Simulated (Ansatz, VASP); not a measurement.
# One calculation of Mo, two programs

```
Mo
1.0
    -1.56480    1.56480    3.78575
     1.56480   -1.56480    3.78575
     1.56480    1.56480   -3.78575
Mo
2
Direct
  0.83907 0.83907 0.00000
  0.16093 0.16093 0.00000
```

Alike in both runs: functional PBE; k mesh 24 × 24 × 24; occupations gaussian, width 0.1 eV; no spin polarisation.

Ansatz relaxed the structure, and its values are those at the end. VASP's run is a single point on that final structure, the one shown.

|  | VASP | Ansatz |
| --- | --- | --- |
| version | VASP 6.6.1 | Ansatz 0.2.0 |
| potentials or method | VASP PAW PBE potentials, release 64 (Mo_sv), cutoff 520 eV | scalar-relativistic, plane waves, PAW |
| valence electrons in the cell | 28 | 28 |

VASP gave:

| Item | Value |
| --- | --- |
| gap on the k mesh at the Fermi level (eV) | none |
| pressure (GPa) | 0.4 |
| rms of the force components (eV/Å) | 0.009 |

Task: Which values does Ansatz return?

Result: gap on the k mesh at the Fermi level (eV): none; pressure (GPa): 0.0; rms of the force components (eV/Å): 0.000.

A gap of «none» marks a metal or a gap that the smearing closes.
